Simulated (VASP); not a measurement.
# CdTe (F-43m) in VASP: settings compared

CdTe is run at these levels: PBE, r2SCAN; tasks: dielectric tensor.

All numbers are computed with VASP 6.6.1; they aren't measurements. Logs are shortened: lines on timing, memory, paths and dates and some standing lists are left out, and cuts for length are marked.

### Step 1. The cell of the first run

Symmetry: F-43m, No. 216, cubic system. Conventional cell: a = 6.560 Å, b = 6.560 Å, c = 6.560 Å, α = 90.00°, β = 90.00°, γ = 90.00°. Within 3.7 Å of Cd (site symmetry -43m) lie 4 Te at 2.84 Å. Within 3.7 Å of Te (site symmetry -43m) lie 4 Cd at 2.84 Å.

### Step 2. Dielectric tensor, PBE

Contents of INCAR:

```
SYSTEM = CdTe
PREC = Accurate
ENCUT = 520
EDIFF = 1E-8
ISMEAR = 0
SIGMA = 0.01
LREAL = .FALSE.
LASPH = .TRUE.
NELM = 100
ALGO = Normal
ISIF = 2
LWAVE = .FALSE.
LCHARG = .FALSE.
GGA = PE
LEPSILON = .TRUE.
```

Contents of KPOINTS:

```
Automatic mesh
0
G
  6 6 6
  0 0 0
```

Contents of POSCAR:

```
CdTe
1.0
    0.0000000000      3.2799012461      3.2799012461
    3.2799012461      0.0000000000      3.2799012461
    3.2799012461      3.2799012461      0.0000000000
Cd Te
1 1
Direct
    0.0000000000      0.0000000000      0.0000000000
    0.2500000000      0.2500000000      0.2500000000
```

Potentials or basis: VASP PAW PBE potentials, release 64 (Cd, Te).

Run with:

```sh
cat potpaw_PBE.64/Cd/POTCAR potpaw_PBE.64/Te/POTCAR > POTCAR
mpirun -np 1 vasp_std > vasp.out
```

OUTCAR:

```text
SYSTEM = CdTe
   PREC = Accurate
   ENCUT = 520
   EDIFF = 1E-8
   ISMEAR = 0
   LREAL = .FALSE.
   LASPH = .TRUE.
   NELM = 100
   ISIF = 2
   GGA = PE
   LEPSILON = .TRUE.

 ion  position               nearest neighbor table
   1  0.000  0.000  0.000-   2 2.84   2 2.84   2 2.84   2 2.84
   2  0.250  0.250  0.250-   1 2.84   1 2.84   1 2.84   1 2.84

  LATTYP: Found a face centered cubic cell.
 ALAT       =     6.5598024922

  Lattice vectors:

 A1 = (   0.0000000000,   3.2799012461,   3.2799012461)
 A2 = (   3.2799012461,   0.0000000000,   3.2799012461)
 A3 = (   3.2799012461,   3.2799012461,   0.0000000000)

Analysis of symmetry for initial positions (statically):
=====================================================================
 Subroutine PRICEL returns:
 Original cell was already a primitive cell.

 Routine SETGRP: Setting up the symmetry group for a
 face centered cubic supercell.

 Subroutine GETGRP returns: Found 24 space group operations
 (whereof 24 operations were pure point group operations)
 out of a pool of 48 trial point group operations.

The static configuration has the point symmetry T_d .

Analysis of symmetry for dynamics (positions and initial velocities):
=====================================================================
 Subroutine PRICEL returns:
 Original cell was already a primitive cell.

 Routine SETGRP: Setting up the symmetry group for a
 face centered cubic supercell.

 Subroutine GETGRP returns: Found 24 space group operations
 (whereof 24 operations were pure point group operations)
 out of a pool of 48 trial point group operations.

The dynamic configuration has the point symmetry T_d .

 Subroutine INISYM returns: Found 24 space group operations
 (whereof 24 operations are pure point group operations),
 and found     1 'primitive' translations

----------------------------------------------------------------------------------------

                                     Primitive cell

  volume of cell :      70.5687

  direct lattice vectors                    reciprocal lattice vectors
     0.000000000  3.279901246  3.279901246    -0.152443614  0.152443614  0.152443614
     3.279901246  0.000000000  3.279901246     0.152443614 -0.152443614  0.152443614
     3.279901246  3.279901246  0.000000000     0.152443614  0.152443614 -0.152443614

  length of vectors
     4.638480825  4.638480825  4.638480825     0.264040085  0.264040085  0.264040085

  position of ions in fractional coordinates (direct lattice)
     0.000000000  0.000000000  0.000000000
     0.250000000  0.250000000  0.250000000

  ion indices of the primitive-cell ions
   primitive index   ion index
                 1           1
                 2           2

----------------------------------------------------------------------------------------

 KPOINTS: Automatic mesh

Automatic generation of k-mesh.
 Grid dimensions read from file:
 generate k-points for:    6    6    6

 Generating k-lattice:

  Cartesian coordinates                     Fractional coordinates (reciprocal lattice)
    -0.025407269  0.025407269  0.025407269     0.166666667  0.000000000  0.000000000
     0.025407269 -0.025407269  0.025407269     0.000000000  0.166666667  0.000000000
     0.025407269  0.025407269 -0.025407269     0.000000000  0.000000000  0.166666667

  Length of vectors
     0.044006681  0.044006681  0.044006681

  Shift w.r.t. Gamma in fractional coordinates (k-lattice)
[... 69 lines left out ...]
   LHFCALC =     F    Hartree Fock is set to
   AEXX    =    0.0000 exact exchange contribution
   IVDW    =     0    specifies the selected vdW correction
   LEPSILON=     T    determine dielectric tensor
   LRPA    =     F    only Hartree local field effects (RPA)
 non-spin polarized calculation
 Gauss-broadening in eV      SIGMA  =   0.01
  energy-cutoff  :      520.00
  volume of cell :       70.57
 maximum number of plane-waves:      1917
 NGX is ok and might be reduce to    36
   NGX = 17   NGY = 17   NGZ = 17

--------------------------------------- Ionic step        1  -------------------------------------------

 number of electron      18.0000006 magnetization

 E-fermi :   2.1191     XC(G=0):  -8.4229

 val. band max:        2.0276317634   @ k =   0.0000   0.0000   0.0000
 cond. band min:       2.6875856184   @ k =   0.0000   0.0000   0.0000
 fundamental gap:      0.6599538551
 Fermi energy:         2.1190732529

 k-point     1 :       0.0000    0.0000    0.0000
  band No.  band energies     occupation
      1      -8.9440      2.00000
      2      -6.1446      2.00000
      3      -6.1446      2.00000
      4      -6.1446      2.00000
      5      -5.9103      2.00000
      6      -5.9103      2.00000
      7       2.0276      2.00000
      8       2.0276      2.00000
      9       2.0276      2.00000
     10       2.6876      0.00000
     11       6.6504      0.00000
     12       6.6504      0.00000
     13       6.6504      0.00000
[... 226 lines left out ...]
  band No.  band energies     occupation
      1      -8.4718      2.00000
      2      -6.0266      2.00000
      3      -6.0249      2.00000
      4      -5.9521      2.00000
      5      -5.8983      2.00000
      6      -5.4046      2.00000
      7      -2.0212      2.00000
      8      -0.0507      2.00000
      9       0.0495      2.00000
     10       5.6708      0.00000
     11       5.8503      0.00000
     12       8.6421      0.00000
     13       8.9488      0.00000

  FORCE on cell =-STRESS in cart. coord.  units (eV):
  Direction    XX          YY          ZZ          XY          YZ          ZX
  --------------------------------------------------------------------------------------
  -------------------------------------------------------------------------------------
  Total        0.4964432      0.4964432      0.4964432     -0.0000000      0.0000000      0.0000000
  in kB       11.2711391     11.2711391     11.2711391     -0.0000000      0.0000000      0.0000000
  external PRESSURE =      11.2711391 kB  Pullay stress =       0.0000000 kB

 VOLUME and BASIS-vectors are now :
 -----------------------------------------------------------------------------
  energy-cutoff  :      520.00
  volume of cell :       70.57
      direct lattice vectors                 reciprocal lattice vectors
     0.000000000  3.279901246  3.279901246    -0.152443614  0.152443614  0.152443614
     3.279901246  0.000000000  3.279901246     0.152443614 -0.152443614  0.152443614
     3.279901246  3.279901246  0.000000000     0.152443614  0.152443614 -0.152443614

 POSITION                                       TOTAL-FORCE (eV/Angst)
 -----------------------------------------------------------------------------------
      0.00000      0.00000      0.00000        -0.000000      0.000000     -0.000000
      1.63995      1.63995      1.63995         0.000000     -0.000000      0.000000
 -----------------------------------------------------------------------------------
    total drift:                               -0.000000     -0.000000     -0.000000

  FREE ENERGIE OF THE ION-ELECTRON SYSTEM (eV)
  ---------------------------------------------------
  free  energy   TOTEN  =        -4.7997918546 eV

  energy  without entropy=       -4.7997918546  energy(sigma->0) =       -4.79979185

 HEAD OF MICROSCOPIC STATIC DIELECTRIC TENSOR (INDEPENDENT PARTICLE, excluding Hartree and local field effects)
 ------------------------------------------------------
          16.177414    -0.000000    -0.000000
           0.000000    16.177414     0.000000
          -0.000000     0.000000    16.177414
 ------------------------------------------------------

 Free energy of the ion-electron system (eV)
  ---------------------------------------------------
  ---------------------------------------------------
  free energy    TOTEN  =        -3.08931175 eV

  energy without entropy =       -3.08931175

------------------------ aborting loop because EDIFF is reached ----------------------------------------

--------------------------------------- Ionic step        2  -------------------------------------------

------------------------ aborting loop because EDIFF is reached ----------------------------------------

--------------------------------------- Ionic step        3  -------------------------------------------

 Free energy of the ion-electron system (eV)
  ---------------------------------------------------
  ---------------------------------------------------
  free energy    TOTEN  =        -3.08931201 eV

  energy without entropy =       -3.08931201

------------------------ aborting loop because EDIFF is reached ----------------------------------------

 PIEZOELECTRIC TENSOR FIELD DIRECTION 3  (e Angst)
 -----------------------------------------------------------------------------
    -0.00156 -3.37817  0.00000           (  0.00001  0.08255  0.00000)
    -3.37817 -0.00156  0.00000           (  0.08255  0.00001  0.00000)
     0.00000  0.00000  0.00093           (  0.00000  0.00000 -0.00000)

 PIEZOELECTRIC TENSOR FIELD DIRECTION 3  (C/m^2)
 -----------------------------------------------------------------------------
    -0.00035 -0.76697  0.00000
    -0.76697 -0.00035  0.00000
     0.00000  0.00000  0.00021

 MACROSCOPIC STATIC DIELECTRIC TENSOR (including local field effects in DFT)
 ------------------------------------------------------
          15.895831     0.000000     0.000000
           0.000000    15.895831     0.000000
          -0.000000     0.000000    15.895831
 ------------------------------------------------------

 PIEZOELECTRIC TENSOR (including local field effects)  for field in x, y, z        (e  Angst)
          XX          YY          ZZ          XY          YZ          ZX
  --------------------------------------------------------------------------------
  x     0.00000    -0.00000    -0.00000     0.00000    -3.40598     0.00000
  y     0.00000     0.00000     0.00000     0.00000     0.00000    -3.40598
  z    -0.00000    -0.00000     0.00000    -3.40598     0.00000     0.00000

 PIEZOELECTRIC TENSOR (including local field effects)  for field in x, y, z        (C/m^2)
          XX          YY          ZZ          XY          YZ          ZX
  --------------------------------------------------------------------------------
  x     0.00000    -0.00000    -0.00000     0.00000    -0.77329     0.00000
  y     0.00000     0.00000     0.00000     0.00000     0.00000    -0.77329
  z    -0.00000    -0.00000     0.00000    -0.77329     0.00000     0.00000

 BORN EFFECTIVE CHARGES (including local field effects) (in |e|, cummulative output)
 ---------------------------------------------------------------------------------
 ion    1
    1     2.52951     0.00000    -0.00000
    2     0.00000     2.52951    -0.00000
    3     0.00000     0.00000     2.52951
 ion    2
    1    -2.52951     0.00000     0.00000
    2     0.00000    -2.52951     0.00000
    3    -0.00000     0.00000    -2.52951
```

Run time: 3 min. Hardware: 1 thread of AMD EPYC 9R45 (Zen 5), shared host; peak memory 0.27 GiB.

Results:

| Item | Value |
| --- | --- |
| Band gap on the k mesh | 0.66 eV, direct |
| Electronic dielectric tensor (diagonal) | 15.90 |
| Born charges (mean of the diagonal) | Cd +2.53; Te -2.53 e |

Levels at points of the mesh, in eV from the valence-band top:
| k point | band 6 | band 7 | band 8 | band 9 | band 10 | band 11 | band 12 | band 13 |
| --- | --- | --- | --- | --- | --- | --- | --- | --- |
| (0.00, 0.00, 0.00) | -7.94 | 0.00 | 0.00 | 0.00 | 0.66 | 4.62 | 4.62 | 4.62 |
| (0.50, 0.00, 0.00) | -7.61 | -4.22 | -0.72 | -0.72 | 1.78 | 5.20 | 5.20 | 7.05 |
| (0.50, 0.50, 0.00) | -7.49 | -4.14 | -1.74 | -1.74 | 2.67 | 2.68 | 8.65 | 8.95 |

Electronic dielectric tensor:
```
15.90  0.00  0.00
 0.00 15.90  0.00
 0.00  0.00 15.90
```

Born effective charge tensors (e):
atom 1, Cd
```
2.53 0.00 0.00
0.00 2.53 0.00
0.00 0.00 2.53
```
atom 2, Te
```
-2.53  0.00  0.00
 0.00 -2.53  0.00
 0.00  0.00 -2.53
```

Caveat: the gap is small at this level, which inflates the dielectric constant; spin-orbit coupling is left out, which moves the levels of the heavy elements. Expect the measured gap to be larger: semilocal functionals such as PBE lack the derivative discontinuity.

### Step 3. Dielectric tensor, r2SCAN

Contents of INCAR:

```
SYSTEM = CdTe
PREC = Accurate
ENCUT = 520
EDIFF = 1E-8
ISMEAR = 0
SIGMA = 0.01
LREAL = .FALSE.
LASPH = .TRUE.
NELM = 80
ALGO = Normal
ISIF = 2
LWAVE = .FALSE.
LCHARG = .FALSE.
METAGGA = R2SCAN
LMIXTAU = .TRUE.
LCALCEPS = .TRUE.
```

KPOINTS is that of step 2.

POSCAR is that of step 2.

Potentials or basis: VASP PAW PBE potentials, release 64 (Cd, Te).

Run with:

```sh
cat potpaw_PBE.64/Cd/POTCAR potpaw_PBE.64/Te/POTCAR > POTCAR
mpirun -np 1 vasp_std > vasp.out
```

OUTCAR:

```text
SYSTEM = CdTe
   PREC = Accurate
   ENCUT = 520
   EDIFF = 1E-8
   ISMEAR = 0
   LREAL = .FALSE.
   LASPH = .TRUE.
   NELM = 80
   ISIF = 2
   METAGGA = R2SCAN

 ion  position               nearest neighbor table
   1  0.000  0.000  0.000-   2 2.84   2 2.84   2 2.84   2 2.84
   2  0.250  0.250  0.250-   1 2.84   1 2.84   1 2.84   1 2.84

  LATTYP: Found a face centered cubic cell.
 ALAT       =     6.5598024922

  Lattice vectors:

 A1 = (   0.0000000000,   3.2799012461,   3.2799012461)
 A2 = (   3.2799012461,   0.0000000000,   3.2799012461)
[... 598 lines left out ...]
    3    -0.00000    -0.00000    -2.24262

  FORCE on cell =-STRESS in cart. coord.  units (eV):
  Direction    XX          YY          ZZ          XY          YZ          ZX
  --------------------------------------------------------------------------------------
  -------------------------------------------------------------------------------------
  Total        0.0314234      0.0314234      0.0314234     -0.0000000      0.0000000      0.0000000
  in kB        0.7134304      0.7134304      0.7134304     -0.0000000      0.0000000      0.0000000
  external PRESSURE =       0.7134304 kB  Pullay stress =       0.0000000 kB

 VOLUME and BASIS-vectors are now :
 -----------------------------------------------------------------------------
  energy-cutoff  :      520.00
  volume of cell :       70.57
      direct lattice vectors                 reciprocal lattice vectors
     0.000000000  3.279901246  3.279901246    -0.152443614  0.152443614  0.152443614
     3.279901246  0.000000000  3.279901246     0.152443614 -0.152443614  0.152443614
     3.279901246  3.279901246  0.000000000     0.152443614  0.152443614 -0.152443614

 POSITION                                       TOTAL-FORCE (eV/Angst)
 -----------------------------------------------------------------------------------
      0.00000      0.00000      0.00000        -0.000000     -0.000000     -0.000000
      1.63995      1.63995      1.63995         0.000000      0.000000      0.000000
 -----------------------------------------------------------------------------------
    total drift:                               -0.000001     -0.000001     -0.000001

  FREE ENERGIE OF THE ION-ELECTRON SYSTEM (eV)
  ---------------------------------------------------
  free  energy   TOTEN  =       -46.6417563834 eV

  energy  without entropy=      -46.6417563834  energy(sigma->0) =      -46.64175638
```

It took 75 min on 1 thread of AMD EPYC 7R13 (Zen 3), shared host; peak memory 0.42 GiB.

What came out:

```
Band gap on the k mesh                  : 1.15 eV, direct
Electronic dielectric tensor (diagonal) : 7.31
Born charges (mean of the diagonal)     : Cd +2.24; Te -2.24 e
```

Electronic dielectric tensor:
```
7.31 0.00 0.00
0.00 7.31 0.00
0.00 0.00 7.31
```

Born effective charge tensors (e):
atom 1, Cd
```
2.24 0.00 0.00
0.00 2.24 0.00
0.00 0.00 2.24
```
atom 2, Te
```
-2.24  0.00  0.00
 0.00 -2.24  0.00
 0.00  0.00 -2.24
```

Dipole moments of the cell (e·Å, modulo the quantum): ionic 9.840, 9.840, 9.840; electronic 0.024, 0.024, 0.049

Caveat: the PAW data sets were made with another functional, which shifts forces and pressure a little; spin-orbit coupling is left out, which moves the levels of the heavy elements. r2SCAN opens gaps a little over a GGA but as a rule still falls short of measured ones.
